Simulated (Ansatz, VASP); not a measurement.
# ZrO2 in VASP and in Ansatz

POSCAR

```
ZrO2
1.0
    3.4933114060      0.0000000000      0.0000000000
    0.0000000000      3.4933114060      0.0000000000
    0.0000000000      0.0000000000      5.0711294041
Zr O
2 4
Direct
    0.0000000000      0.0000000000      0.0000000000
    0.5000000000      0.5000000000      0.5000000000
    0.0000000000      0.5000000000      0.2942166832
    0.0000000000      0.5000000000      0.7942166832
    0.5000000000      0.0000000000      0.7057833168
    0.5000000000      0.0000000000      0.2057833168
```

The input INCAR.step1:

```
  ALGO = Normal
  EDIFF = 1E-5
  EDIFFG = -0.01
  ENCUT = 580
  GGA = PE
  GGA_COMPAT = F
  IBRION = 2
  ISMEAR = 0
  KPAR = 4
  LASPH = T
  LCHARG = F
  LREAL = F
  LWAVE = T
  NELM = 120
  NELMIN = 4
  NSW = 100
  PREC = Accurate
  SIGMA = 0.02
```

File INCAR.step2:

```
  ALGO = Normal
  EDIFF = 1E-7
  EDIFFG = -0.008
  ENCUT = 580
  GGA_COMPAT = F
  IBRION = 2
  ISIF = 2
  ISMEAR = 0
  ISTART = 1
  KPAR = 4
  LASPH = T
  LCHARG = F
  LMIXTAU = T
  LREAL = F
  LWAVE = F
  METAGGA = R2SCAN
  NELM = 120
  NELMIN = 4
  NSW = 60
  PREC = Accurate
  SIGMA = 0.02
```

KPOINTS

```
k-points
0
Gamma
  6 6 6
```

Input for Ansatz:

```yaml
crystal:
  lattice:
    - [3.493311406, 0.0, 0.0]
    - [0.0, 3.493311406, 0.0]
    - [0.0, 0.0, 5.0711294041]
  atoms:
    - { symbol: Zr, position: [0.0, 0.0, 0.0] }
    - { symbol: Zr, position: [0.5, 0.5, 0.5] }
    - { symbol: O, position: [0.0, 0.5, 0.2942166832] }
    - { symbol: O, position: [0.0, 0.5, 0.7942166832] }
    - { symbol: O, position: [0.5, 0.0, 0.7057833168] }
    - { symbol: O, position: [0.5, 0.0, 0.2057833168] }
basis:
  ecutwfc: 500
kpoints:
  mp_grid: { grid: [6, 6, 6] }
hamiltonian:
  xc: r2scan
scf:
  occupations: { method: gaussian, width: 0.02 }
output:
  forces: true
  stress: true
  eigenvalues: true
relax:
  adjacent_minimum: "off"
  f_tol: 0.008
  max_steps: 40
```

Change from the starting cell: equal strain along all axes, cell held, atoms relaxed: -3.0 %.

Alike in both runs: task relaxation of the atoms; functional r2SCAN; k mesh 6 × 6 × 6; occupations gaussian, width 0.02 eV; no spin polarisation.

```csv
,VASP,Ansatz
version,VASP 6.6.1,Ansatz 0.2.0
potentials or method,"VASP PAW PBE potentials, release 64 (Zr_sv, O), cutoff 580 eV","scalar-relativistic, plane waves, PAW"
valence electrons in the cell,48,48
```

VASP gave:

* gap on the k mesh at the Fermi level, each at its own relaxed structure (eV): 4.61

Problem. Estimate Ansatz's values.

Solution. gap on the k mesh at the Fermi level, each at its own relaxed structure (eV): 4.64.

VASP's potentials were made for PBE, not for r2SCAN. Ansatz's warnings: stress scf threshold loose.
